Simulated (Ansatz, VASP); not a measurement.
Two plane-wave programs on SnSe2

```
Sn Se
1.0
     4.15142    0.00000    0.00000
    -2.07571    3.59524    0.00000
     0.00000    0.00000    5.41636
Sn Se
1 2
Direct
  0.00000 0.00000 0.00000
  0.33333 0.66667 0.26513
  0.66667 0.33333 0.73487
```

Alike in both runs: task single point; functional PBE; dispersion D3(BJ); k mesh 12 × 12 × 6; occupations gaussian, width 0.03 eV; no spin polarisation.

|  | VASP | Ansatz |
| --- | --- | --- |
| version | VASP 6.6.1 | Ansatz 0.2.0 |
| potentials or method | VASP PAW PBE potentials, release 64 (Sn_d, Se), cutoff 500 eV | scalar-relativistic, plane waves, PAW |
| valence electrons in the cell | 26 | 46 |

Ansatz gave:

```
gap on the k mesh at the Fermi level (eV)                     : none
pressure (GPa)                                                : -3.1
traceless stress, the component that is largest in VASP (GPa) : 3.89
rms of the force components (eV/Å)                            : 0.188
```

Q: Estimate VASP's values.

A: gap on the k mesh at the Fermi level (eV): none; pressure (GPa): -3.1; traceless stress, the component that is largest in VASP (GPa): 3.87; rms of the force components (eV/Å): 0.192.

Atom by atom the forces differ by 0.004 eV/Å (rms over components). A gap of «none» marks a metal or a gap that the smearing closes. VASP's potentials hold 26 valence electrons a cell and Ansatz's 46, so a difference there can come from the potentials and not from the codes.
